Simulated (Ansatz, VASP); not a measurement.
# SiNi2 in VASP and in Ansatz

```
Si Ni
1.0
     3.87157   -0.14121   -0.02408
    -2.05808    3.39116    0.13757
    -0.03061    0.18424    4.92941
Si Ni
2 4
Direct
  0.40000 0.70939 0.78017
  0.68119 0.37724 0.30019
  0.99069 0.98689 0.04082
  0.90785 0.98396 0.45296
  0.43047 0.71399 0.24159
  0.58981 0.22853 0.68427
```

Change from the starting cell: all atoms moved at random (sigma 0.3 Å a component), cell strained at random (sigma 0.03).

Alike in both runs: task single point; functional PBEsol; k mesh 12 × 12 × 10; occupations gaussian, width 0.15 eV; no spin polarisation.

```csv
,VASP,Ansatz
version,VASP 6.6.1,Ansatz 0.2.0
potentials or method,"VASP PAW PBE potentials, release 64 (Si, Ni), cutoff 520 eV","scalar-relativistic, plane waves, PAW"
valence electrons in the cell,48,80
```

VASP gave:

```
gap on the k mesh at the Fermi level (eV)                     : none
pressure (GPa)                                                : 53.4
traceless stress, the component that is largest in VASP (GPa) : -12.08
rms of the force components (eV/Å)                            : 5.654
```

Q: Estimate Ansatz's values.

A: gap on the k mesh at the Fermi level (eV): none; pressure (GPa): 53.3; traceless stress, the component that is largest in VASP (GPa): -11.60; rms of the force components (eV/Å): 5.679.

VASP's potentials were made for PBE, not for PBEsol. Atom by atom the forces differ by 0.097 eV/Å (rms over components). A gap of «none» marks a metal or a gap that the smearing closes. Both programs put the cell under a high pressure, so it lies far from rest at this level. The functional is the same, so the differences come from potentials, cutoffs and numerics. VASP's potentials hold 48 valence electrons a cell and Ansatz's 80, so a difference there can come from the potentials and not from the codes.
